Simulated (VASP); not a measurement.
Here is a VASP 6.6.1 calculation.

Contents of INCAR:

```
SYSTEM = Ta
PREC     = Accurate       ! precision mode
ENCUT    = 500            ! plane-wave cutoff, eV
EDIFF    = 1E-6           ! SCF threshold, eV
ISMEAR   = -1             ! smearing method
SIGMA    = 0.05           ! smearing width, eV
LREAL    = .False.        ! projectors in reciprocal space
LASPH    = .True.         ! aspherical terms in the spheres
NELM     = 120            ! most SCF steps
ALGO     = Normal         ! electronic algorithm
ISIF     = 2              ! what is computed and relaxed
LWAVE    = .False.        ! write WAVECAR
LCHARG   = .False.        ! write CHGCAR
GGA      = PE             ! functional
NBANDS   = 12             ! bands
GGA_COMPAT= .False.
```

KPOINTS

```
Automatic mesh
0
Gamma
  11 11 11
  0 0 0
```

The input POSCAR:

```
Ta
1.0
   -1.6846800000      1.6666700000      1.5824970000
    1.7388260000     -1.6573910000      1.6310100000
    1.6581940000      1.6315060000     -1.5730530000
Ta
1
Direct
    0.0014030000     -0.0234950000     -0.0039580000
```

Potentials or basis: VASP PAW PBE potentials, release 64 (Ta_pv).

Run with:

```bash
$ cat potpaw_PBE.64/Ta_pv/POTCAR > POTCAR
$ mpirun -np 1 vasp_std > vasp.out
```

Task: What does it give for the pressure?

Result: 3.4 GPa.

Stress tensor (GPa, compression positive):
```
 0.57  1.26 -2.82
 1.26  3.60 -0.37
-2.82 -0.37  6.14
```

Caveat: the cell differs from its parent crystal (the cell strained at random).
